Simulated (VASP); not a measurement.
**Mo: single point with BLYP**

Crystal: Mo.

```
CELL_PARAMETERS angstrom
2.84170 0.00000 0.00000
-1.42085 2.46099 0.00000
0.00000 0.00000 9.95446
ATOMIC_POSITIONS crystal
Mo 0.00000 0.00000 0.00000
Mo 0.00000 0.00000 0.50000
Mo 0.33333 0.66667 0.25000
Mo 0.66667 0.33333 0.75000
```

This isn't the form of Mo at room conditions, which is bcc.

```yaml
Program: VASP 6.6.1
Task: single point
Functional: BLYP
Potentials_or_basis: VASP PAW PBE potentials, release 64 (Mo_sv)
Cutoff: 520 eV
k_mesh: 14 × 14 × 4
Occupations: fermi-dirac, width 0.1 eV
Spin: no spin polarisation
```

The pressure is -7.0 GPa. The band gap on the k mesh is zero (bands 28 and 29 overlap by 1.51 eV).

Stress tensor (GPa, compression positive):
```
-7.31  0.00  0.00
 0.00 -7.31  0.00
 0.00  0.00 -6.44
```

Levels at points of the mesh, in eV from the Fermi level:
| k point | band 24 | band 25 | band 26 | band 27 | band 28 | band 29 | band 30 | band 31 | band 32 | band 33 |
| --- | --- | --- | --- | --- | --- | --- | --- | --- | --- | --- |
| (0.00, 0.00, 0.00) | -0.68 | -0.68 | -0.58 | -0.58 | -0.36 | -0.36 | -0.23 | -0.23 | 0.85 | 1.40 |
| (0.50, 0.00, 0.00) | -1.71 | -0.59 | -0.42 | -0.24 | 1.08 | 1.08 | 2.24 | 3.02 | 3.16 | 3.25 |
| (0.00, 0.00, 0.50) | -0.59 | -0.59 | -0.59 | -0.35 | -0.35 | -0.35 | -0.35 | -0.33 | -0.33 | 1.66 |
| (0.50, 0.00, 0.50) | -1.83 | -0.02 | -0.02 | 0.50 | 0.50 | 0.95 | 0.95 | 2.50 | 2.50 | 3.88 |

It took 2.4 min on 1 thread of Intel(R) Xeon(R) Platinum 8488C (Sapphire Rapids), with other jobs on the host, peak memory 0.27 GiB.

Caveat: the cell stands under tension; the PAW data sets were made with another functional, which shifts forces and pressure a little.
